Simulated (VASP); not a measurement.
# Ta (Im-3m) in VASP: further runs

The runs below take Ta through single point, with PBE.

All numbers are computed with VASP 6.6.1; they aren't measurements. Logs are shortened: lines on timing, memory, paths and dates and some standing lists are left out, and cuts for length are marked.

### 1 The cell of the first run

Symmetry: Im-3m, No. 229, cubic system. The conventional cell has a = 3.310 Å, b = 3.310 Å, c = 3.310 Å, α = 90.00°, β = 90.00°, γ = 90.00°. Within 3.8 Å of Ta (site symmetry m-3m) lie 14 Ta at 2.87 to 3.31 Å.

### 2 Single point, PBE

File INCAR:

```
PREC = Accurate ; ENCUT = 500
EDIFF = 1E-6 ; ISMEAR = 0
SIGMA = 0.05 ; LREAL = False
LASPH = True ; NELM = 120
ALGO = Normal ; ISIF = 2
LWAVE = False ; LCHARG = False
GGA = PE ; NBANDS = 12
GGA_COMPAT = False
```

File KPOINTS:

```
regular mesh
0
Gamma
  18 18 18
```

File POSCAR:

```
Ta
1.0
   -1.6550000000      1.6550000000      1.6550000000
    1.6550000000     -1.6550000000      1.6550000000
    1.6550000000      1.6550000000     -1.6550000000
Ta
1
Direct
    0.0000000000      0.0000000000      0.0000000000
```

Potentials or basis: VASP PAW PBE potentials, release 64 (Ta_pv).

Run with:

```console
cat potpaw_PBE.64/Ta_pv/POTCAR > POTCAR
mpirun -np 1 vasp_std > vasp.out
```

OUTCAR:

```text
PREC = Accurate
   ENCUT = 500
   EDIFF = 1E-6
   ISMEAR = 0
   LREAL = False
   LASPH = True
   NELM = 120
   ISIF = 2
   GGA = PE

 ion  position               nearest neighbor table
   1  0.000  0.000  0.000-

  LATTYP: Found a body centered cubic cell.
 ALAT       =     3.3100000000

  Lattice vectors:

 A1 = (  -1.6550000000,   1.6550000000,   1.6550000000)
 A2 = (   1.6550000000,  -1.6550000000,   1.6550000000)
 A3 = (   1.6550000000,   1.6550000000,  -1.6550000000)

Analysis of symmetry for initial positions (statically):
=====================================================================
 Subroutine PRICEL returns:
 Original cell was already a primitive cell.

 Routine SETGRP: Setting up the symmetry group for a
 body centered cubic supercell.

 Subroutine GETGRP returns: Found 48 space group operations
 (whereof 48 operations were pure point group operations)
 out of a pool of 48 trial point group operations.

The static configuration has the point symmetry O_h .

Analysis of symmetry for dynamics (positions and initial velocities):
=====================================================================
 Subroutine PRICEL returns:
 Original cell was already a primitive cell.

 Routine SETGRP: Setting up the symmetry group for a
 body centered cubic supercell.

 Subroutine GETGRP returns: Found 48 space group operations
 (whereof 48 operations were pure point group operations)
 out of a pool of 48 trial point group operations.

The dynamic configuration has the point symmetry O_h .

 Subroutine INISYM returns: Found 48 space group operations
 (whereof 48 operations are pure point group operations),
 and found     1 'primitive' translations

----------------------------------------------------------------------------------------

                                     Primitive cell

  volume of cell :      18.1323

  direct lattice vectors                    reciprocal lattice vectors
    -1.655000000  1.655000000  1.655000000     0.000000000  0.302114804  0.302114804
     1.655000000 -1.655000000  1.655000000     0.302114804  0.000000000  0.302114804
     1.655000000  1.655000000 -1.655000000     0.302114804  0.302114804  0.000000000

  length of vectors
     2.866544087  2.866544087  2.866544087     0.427254853  0.427254853  0.427254853

  position of ions in fractional coordinates (direct lattice)
     0.000000000  0.000000000  0.000000000

  ion indices of the primitive-cell ions
   primitive index   ion index
                 1           1

----------------------------------------------------------------------------------------

 KPOINTS: regular mesh

Automatic generation of k-mesh.
 Grid dimensions read from file:
 generate k-points for:   18   18   18

 Generating k-lattice:

  Cartesian coordinates                     Fractional coordinates (reciprocal lattice)
     0.000000000  0.016784156  0.016784156     0.055555556  0.000000000  0.000000000
     0.016784156  0.000000000  0.016784156     0.000000000  0.055555556  0.000000000
     0.016784156  0.016784156  0.000000000     0.000000000  0.000000000  0.055555556

  Length of vectors
     0.023736381  0.023736381  0.023736381

  Shift w.r.t. Gamma in fractional coordinates (k-lattice)
     0.000000000  0.000000000  0.000000000

 Subroutine IBZKPT returns following result:
 ===========================================

 Found    195 irreducible k-points:

 Following reciprocal coordinates:
            Coordinates               Weight
  0.000000  0.000000  0.000000      1.000000
  0.055556  0.000000  0.000000     12.000000
  0.111111  0.000000  0.000000     12.000000
  0.166667  0.000000  0.000000     12.000000
  0.222222  0.000000  0.000000     12.000000
  0.277778  0.000000  0.000000     12.000000
[... 16 lines left out ...]
  0.333333  0.111111  0.000000     48.000000
  0.388889  0.111111  0.000000     48.000000
 [... further k-points ...]
   k-points           NKPTS =    195   k-points in BZ     NKDIM =    195   number of bands    NBANDS=     12
   number of dos      NEDOS =    301   number of ions     NIONS =      1
   total plane-waves  NPLWV =  13824
   dimension x,y,z NGX =    24 NGY =   24 NGZ =   24
   dimension x,y,z NGXF=    48 NGYF=   48 NGZF=   48
   ions per type =               1
   NGX,Y,Z   is equivalent  to a cutoff of  13.92, 13.92, 13.92 a.u.
   NGXF,Y,Z  is equivalent  to a cutoff of  27.84, 27.84, 27.84 a.u.
 SYSTEM =  unknown system
   PREC   = accura    normal or accurate (medium, high low for compatibility)
   ISTART =      0    job   : 0-new  1-cont  2-samecut
   ICHARG =      2    charge: 1-file 2-atom 10-const
   ISPIN  =      1    spin polarized calculation?
   LNONCOLLINEAR =      F non collinear calculations
   LSORBIT =      F    spin-orbit coupling
   LASPH  =      T    aspherical Exc in radial PAW
   ENCUT  =  500.0 eV  36.75 Ry    6.06 a.u.   5.23  5.23  5.23*2*pi/ulx,y,z
   NELM   =    120;   NELMIN=  2; NELMDL= -5     # of ELM steps
   EDIFF  = 0.1E-05   stopping-criterion for ELM
   LREAL  =      F    real-space projection
   EDIFFG = 0.1E-04   stopping-criterion for IOM
   NSW    =      0    number of steps for IOM
   IBRION =     -1    ionic relax: 0-MD 1-quasi-New 2-CG
   NFREE  =      0    steps in history (QN), initial steepest desc. (CG)
   ISIF   =      2    stress and relaxation
   ISYM   =      2    0-nonsym 1-usesym 2-fastsym
   POTIM  = 0.5000    time-step for ionic-motion
   TEBEG  =    0.0;   TEEND  =   0.0 temperature during run
   PSTRESS=    0.0 pullay stress
   NELECT =      11.0000    total number of electrons
   NUPDOWN=      -1.0000    fix difference up-down
   EMIN   =  10.00;   EMAX   =-10.00  energy-range for DOS
   EFERMI =   0.00;   METHOD = LEGACY
   ISMEAR =     0;   SIGMA  =   0.05  broadening in eV -4-tet -1-fermi 0-gaus
   EFERMI_NEDOS =   21; number of points for ismear=-14 and -15
   IALGO  =     38    algorithm
   IMIX   =      4    mixing-type and parameters
     AMIX     =   0.40;   BMIX     =  1.00
     AMIX_MAG =   1.60;   BMIX_MAG =  1.00
  volume/ion in A,a.u.               =      18.13       122.36
  Fermi-wavevector in a.u.,A,eV,Ry     =   1.385865  2.618906 26.131663  1.920623
  Thomas-Fermi vector in A             =   2.510235
   LORBIT       =      0    0 simple, 1 ext, 2 COOP (PROOUT), +10 PAW based schemes
   GGA     = PE    functional components
   LHFCALC =     F    Hartree Fock is set to
   AEXX    =    0.0000 exact exchange contribution
   IVDW    =     0    specifies the selected vdW correction
   LEPSILON=     F    determine dielectric tensor
   LRPA    =     F    only Hartree local field effects (RPA)
 non-spin polarized calculation
 Gauss-broadening in eV      SIGMA  =   0.05
  energy-cutoff  :      500.00
  volume of cell :       18.13
 maximum number of plane-waves:       473
 NGX is ok and might be reduce to    24
   NGX = 11   NGY = 11   NGZ = 11

 number of electron      11.0000001 magnetization

 Free energy of the ion-electron system (eV)
  ---------------------------------------------------
  ext. energy  EPLUGINS =         0.00000000
  ---------------------------------------------------
  free energy    TOTEN  =       -11.81309400 eV

  energy without entropy =      -11.81155543  energy(sigma->0) =      -11.81232471

 E-fermi :   5.4528     XC(G=0): -12.5838

 val. band max:        5.4263632092   @ k =   0.3333   0.0000   0.0000
 cond. band min:       5.4562004266   @ k =  -0.2778   0.3889   0.1111
 fundamental gap:      0.0298372174
 Fermi energy:         5.4528491018

 k-point     1 :       0.0000    0.0000    0.0000
  band No.  band energies     occupation
      1     -27.6646      2.00000
      2     -27.6646      2.00000
      3     -27.6646      2.00000
      4      -2.4585      2.00000
      5       6.1678      0.00000
      6       6.1678      0.00000
      7       6.1678      0.00000
      8       9.4171      0.00000
      9       9.4171      0.00000
     10      20.1085      0.00000
     11      20.4112      0.00000
     12      20.4112      0.00000

 k-point     2 :       0.0556    0.0000    0.0000
  band No.  band energies     occupation
      1     -27.7023      2.00000
      2     -27.6762      2.00000
      3     -27.6648      2.00000
      4      -2.3212      2.00000
      5       6.0780      0.00000
      6       6.1426      0.00000
      7       6.3019      0.00000
      8       9.2695      0.00000
      9       9.4172      0.00000
     10      20.1087      0.00000
     11      20.5358      0.00000
     12      20.6522      0.00000

 k-point     3 :       0.1111    0.0000    0.0000
  band No.  band energies     occupation
      1     -27.8096      2.00000
      2     -27.7095      2.00000
      3     -27.6654      2.00000
      4      -1.9232      2.00000
      5       5.8309      0.00000
      6       6.0359      0.00000
      7       6.7002      0.00000
      8       8.9598      0.00000
      9       9.4250      0.00000
     10      20.1083      0.00000
     11      20.8484      0.00000
     12      21.3512      0.00000

 k-point     4 :       0.1667    0.0000    0.0000
  band No.  band energies     occupation
      1     -27.9706      2.00000
      2     -27.7600      2.00000
      3     -27.6663      2.00000
      4      -1.3088      2.00000
      5       5.4800      0.44237
      6       5.7966      0.00000
      7       7.3501      0.00000
      8       8.7453      0.00000
      9       9.4593      0.00000
     10      20.1075      0.00000
     11      21.1165      0.00000
     12      22.4479      0.00000

 k-point     5 :       0.2222    0.0000    0.0000
  band No.  band energies     occupation
      1     -28.1629      2.00000
      2     -27.8214      2.00000
      3     -27.6674      2.00000
      4      -0.5612      2.00000
      5       5.0872      2.00000
      6       5.4784      0.47041
      7       8.2295      0.00000
      8       8.7570      0.00000
      9       9.5398      0.00000
     10      20.1059      0.00000
     11      20.9119      0.00000
     12      22.6120      0.00000

 k-point     6 :       0.2778    0.0000    0.0000
  band No.  band energies     occupation
      1     -28.3616      2.00000
      2     -27.8859      2.00000
      3     -27.6686      2.00000
      4       0.1811      2.00000
      5       4.7057      2.00000
      6       5.2808      2.00000
      7       8.9421      0.00000
      8       9.3021      0.00000
      9       9.6774      0.00000
     10      20.1000      0.00000
     11      20.1115      0.00000
     12      21.3947      0.00000

 k-point     7 :       0.3333    0.0000    0.0000
  band No.  band energies     occupation
      1     -28.5432      2.00000
      2     -27.9459      2.00000
      3     -27.6697      2.00000
      4       0.7352      2.00000
      5       4.3750      2.00000
      6       5.4264      1.54622
      7       9.1801      0.00000
      8       9.8657      0.00000
      9      10.5067      0.00000
     10      19.0973      0.00000
     11      19.7792      0.00000
     12      20.1566      0.00000

 k-point     8 :       0.3889    0.0000    0.0000
  band No.  band energies     occupation
      1     -28.6878      2.00000
      2     -27.9943      2.00000
      3     -27.6707      2.00000
      4       1.0041      2.00000
      5       4.1222      2.00000
      6       5.9679      0.00000
      7       9.3447      0.00000
      8      10.0741      0.00000
      9      11.7298      0.00000
     10      18.1888      0.00000
     11      18.4030      0.00000
     12      20.1204      0.00000
[... 166 lines left out ...]
 k-point    20 :       0.1667    0.1111    0.0000
  band No.  band energies     occupation
      1     -28.2188      2.00000
      2     -27.8226      2.00000
      3     -27.7100      2.00000
      4      -0.2201      2.00000
      5       5.0517      2.00000
      6       5.1737      2.00000
      7       8.4256      0.00000
      8       8.7441      0.00000
      9       9.8541      0.00000
     10      20.1046      0.00000
     11      21.3214      0.00000
     12      22.2166      0.00000

 k-point    21 :       0.2222    0.1111    0.0000
  band No.  band energies     occupation
      1     -28.3879      2.00000
      2     -27.8969      2.00000
      3     -27.7151      2.00000
      4       0.5311      2.00000
      5       4.6765      2.00000
      6       4.9788      2.00000
      7       8.5753      0.00000
      8       9.8370      0.00000
      9      10.0218      0.00000
     10      20.0458      0.00000
     11      20.1942      0.00000
     12      21.6862      0.00000

 k-point    22 :       0.2778    0.1111    0.0000
  band No.  band energies     occupation
      1     -28.5414      2.00000
      2     -27.9690      2.00000
      3     -27.7184      2.00000
      4       1.1140      2.00000
      5       4.3780      2.00000
      6       5.0543      2.00000
      7       8.8461      0.00000
      8      10.1410      0.00000
      9      11.0601      0.00000
     10      18.9278      0.00000
     11      20.0938      0.00000
     12      20.3895      0.00000

 k-point    23 :       0.3333    0.1111    0.0000
  band No.  band energies     occupation
      1     -28.6633      2.00000
      2     -28.0284      2.00000
      3     -27.7206      2.00000
      4       1.4006      2.00000
      5       4.1620      2.00000
      6       5.4947      0.23617
      7       9.0986      0.00000
      8      10.2633      0.00000
      9      12.2726      0.00000
     10      17.8024      0.00000
     11      19.1233      0.00000
     12      20.1193      0.00000

 k-point    24 :       0.3889    0.1111    0.0000
  band No.  band energies     occupation
      1     -28.7415      2.00000
      2     -28.0672      2.00000
      3     -27.7220      2.00000
      4       1.4741      2.00000
      5       4.0291      2.00000
      6       6.0704      0.00000
      7       9.1652      0.00000
      8      10.4474      0.00000
      9      13.2652      0.00000
     10      16.8326      0.00000
     11      18.3848      0.00000
     12      20.1162      0.00000

 [... further k-points ...]
[... 5 lines left out ...]
  --------------------------------------------------------------------------------------
  -------------------------------------------------------------------------------------
  Total        0.1916912      0.1916912      0.1916912     -0.0000000     -0.0000000      0.0000000
  in kB       16.9378734     16.9378734     16.9378734     -0.0000000     -0.0000000      0.0000000
  external PRESSURE =      16.9378734 kB  Pullay stress =       0.0000000 kB

 VOLUME and BASIS-vectors are now :
 -----------------------------------------------------------------------------
  energy-cutoff  :      500.00
  volume of cell :       18.13
      direct lattice vectors                 reciprocal lattice vectors
    -1.655000000  1.655000000  1.655000000     0.000000000  0.302114804  0.302114804
     1.655000000 -1.655000000  1.655000000     0.302114804  0.000000000  0.302114804
     1.655000000  1.655000000 -1.655000000     0.302114804  0.302114804  0.000000000

 POSITION                                       TOTAL-FORCE (eV/Angst)
 -----------------------------------------------------------------------------------
      0.00000      0.00000      0.00000         0.000000      0.000000     -0.000000
 -----------------------------------------------------------------------------------
    total drift:                               -0.000000      0.000000      0.000000

  FREE ENERGIE OF THE ION-ELECTRON SYSTEM (eV)
  ---------------------------------------------------
  free  energy   TOTEN  =       -11.8130939976 eV

  energy  without entropy=      -11.8115554283  energy(sigma->0) =      -11.81232471
```

Run time: 54 s. Hardware: 1 thread of AMD EPYC 7R43 (Zen 3), shared host; peak memory 0.13 GiB.

What came out:

| Item | Value |
| --- | --- |
| Free energy | -11.8131 eV |
| Pressure | 1.7 GPa |
| Band gap on the k mesh | zero (an odd number of electrons rules out a gap without spin polarisation) |

Levels at points of the mesh, in eV from the Fermi level:
```tsv
k point	band 3	band 4	band 5	band 6	band 7	band 8
(0.00, 0.00, 0.00)	-33.12	-7.91	0.71	0.71	0.71	3.96
(0.50, 0.00, 0.00)	-33.12	-4.37	-1.54	1.54	3.84	4.86
(0.50, 0.50, 0.50)	-33.92	-3.78	-3.78	6.76	6.76	6.76
```

Caveat: spin-orbit coupling is left out, which moves the levels of the heavy elements.

### 3 Single point, PBE (18.32 Å³/atom)

This run uses another cell than the first one, of 18.32 Å³/atom.

File INCAR:

```
PREC = Accurate
ENCUT = 500
EDIFF = 1E-6
ISMEAR = 0
SIGMA = 0.05
LREAL = F
LASPH = T
NELM = 120
ALGO = Normal
ISIF = 2
LWAVE = F
LCHARG = F
GGA = PE
NBANDS = 12
GGA_COMPAT = F
```

KPOINTS is that of step 2.

File POSCAR:

```
Ta
1.0
   -1.6608405874      1.6608405874      1.6608405874
    1.6608405874     -1.6608405874      1.6608405874
    1.6608405874      1.6608405874     -1.6608405874
Ta
1
Direct
    0.0000000000      0.0000000000      0.0000000000
```

Potentials or basis: VASP PAW PBE potentials, release 64 (Ta_pv).

Run with:

```console
cat potpaw_PBE.64/Ta_pv/POTCAR > POTCAR
mpirun -np 1 vasp_std > vasp.out
```

Wall time 58 s (1 thread of AMD EPYC 7R43 (Zen 3), shared host); peak memory 0.14 GiB.

The run converged. Its results:

```
Free energy            : -11.8139 eV
Pressure               : -0.4 GPa
Band gap on the k mesh : zero (an odd number of electrons rules out a gap without spin polarisation)
```

Levels at points of the mesh, in eV from the Fermi level:
| k point | band 3 | band 4 | band 5 | band 6 | band 7 | band 8 |
| --- | --- | --- | --- | --- | --- | --- |
| (0.00, 0.00, 0.00) | -33.16 | -7.87 | 0.72 | 0.72 | 0.72 | 3.93 |
| (0.50, 0.00, 0.00) | -33.16 | -4.32 | -1.51 | 1.49 | 3.80 | 4.81 |
| (0.50, 0.50, 0.50) | -33.93 | -3.72 | -3.72 | 6.68 | 6.68 | 6.68 |

Caveat: spin-orbit coupling is left out, which moves the levels of the heavy elements.
